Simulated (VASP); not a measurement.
Write the native input for VASP 6.6.1 that does the following.

```
Task                   : single point
Functional             : r2SCAN
Potentials or basis    : VASP PAW PBE potentials, release 64 (Zr_sv)
Cutoff                 : 520 eV
k mesh                 : 11 × 11 × 6
Occupations            : methfessel-paxton, width 0.03 eV
Spin                   : no spin polarisation
Dipole correction      : no
Further INCAR settings : ALGO = Normal; EDIFF = 1e-07; NBANDS = 19
```

The system is Zr.

```
Zr
1.0
     3.24458    0.00000    0.00000
    -1.62229    2.80989    0.00000
     0.00000    0.00000    5.15736
Zr
2
Direct
  0.33333 0.66667 0.25000
  0.66667 0.33333 0.75000
```

The input as run:

POSCAR

```
Zr
1.0
    3.2445832200      0.0000000000      0.0000000000
   -1.6222916100      2.8098914932      0.0000000000
    0.0000000000      0.0000000000      5.1573641137
Zr
2
Direct
    0.3333333333      0.6666666667      0.2500000000
    0.6666666667      0.3333333333      0.7500000000
```

INCAR.step1

```
ALGO     = Normal         # electronic algorithm
EDIFF    = 1E-4           # SCF threshold, eV
ENCUT    = 520            # plane-wave cutoff, eV
GGA      = PE             # functional
ISMEAR   = 1              # smearing method
LASPH    = T              # aspherical terms in the spheres
LCHARG   = F              # write CHGCAR
LREAL    = F              # projectors in reciprocal space
LWAVE    = T              # write WAVECAR
NBANDS   = 19             # bands
NELM     = 80             # most SCF steps
PREC     = Accurate       # precision mode
SIGMA    = 0.03           # smearing width, eV
```

INCAR.step2

```
ALGO     = Normal         # electronic algorithm
EDIFF    = 1E-7           # SCF threshold, eV
ENCUT    = 520            # plane-wave cutoff, eV
ISIF     = 2              # what is computed and relaxed
ISMEAR   = 1              # smearing method
ISTART   = 1            
LASPH    = T              # aspherical terms in the spheres
LCHARG   = T              # write CHGCAR
LELF     = T              # ELF
LMIXTAU  = T            
LREAL    = F              # projectors in reciprocal space
LVHAR    = T            
LWAVE    = F              # write WAVECAR
METAGGA  = R2SCAN         # meta-GGA
NBANDS   = 19             # bands
NELM     = 80             # most SCF steps
PREC     = Accurate       # precision mode
SIGMA    = 0.03           # smearing width, eV
```

KPOINTS

```
k-points
0
Gamma
  11 11 6
```

Potentials or basis: VASP PAW PBE potentials, release 64 (Zr_sv).

Command:

```sh
$ cat potpaw_PBE.64/Zr_sv/POTCAR > POTCAR
$ cp INCAR.step1 INCAR
$ mpirun -np 1 vasp_std > vasp.out
$ cp INCAR.step2 INCAR
$ mpirun -np 1 vasp_std > vasp.out
```

Results of the run:

```json
{
  "Pressure": "-0.2 GPa",
  "Band gap on the k mesh": "zero (band 12 reaches 9.91 eV, above the bottom of band 13 at 8.76 eV)"
}
```

Caveat: the PAW data sets were made with another functional, which shifts forces and pressure a little.

It took 7.6 min on 1 thread of AMD EPYC 7R43 64-Core Processor (Zen 3), on a shared host, peak memory 0.15 GiB.
